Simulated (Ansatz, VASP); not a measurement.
# Ti: VASP beside Ansatz

```xyz
1
Lattice="-1.6051 1.6051 1.6452 1.6051 -1.6051 1.6452 1.6051 1.6051 -1.6452" Properties=species:S:1:pos:R:3 pbc="T T T"
Ti    0.0000    0.0000    0.0000
```

Change from the starting cell: strain +0.000 along x and y, +0.025 along z, atoms carried along.

Alike in both runs: task single point; functional PBEsol; k mesh 26 × 26 × 26; occupations gaussian, width 0.15 eV; no spin polarisation.

|  | VASP | Ansatz |
| --- | --- | --- |
| version | VASP 6.6.1 | Ansatz 0.2.0 |
| potentials or method | VASP PAW PBE potentials, release 64 (Ti_sv), cutoff 520 eV | scalar-relativistic, plane waves, PAW |
| valence electrons in the cell | 12 | 12 |

VASP gave:

* gap on the k mesh at the Fermi level (eV): none
* pressure (GPa): -2.9
* traceless stress, the component that is largest in VASP (GPa): 0.33

Task: What did Ansatz give for the same quantities?

Result: gap on the k mesh at the Fermi level (eV): none; pressure (GPa): -2.6; traceless stress, the component that is largest in VASP (GPa): 0.33.

VASP's potentials were made for PBE, not for PBEsol. A gap of «none» marks a metal or a gap that the smearing closes.
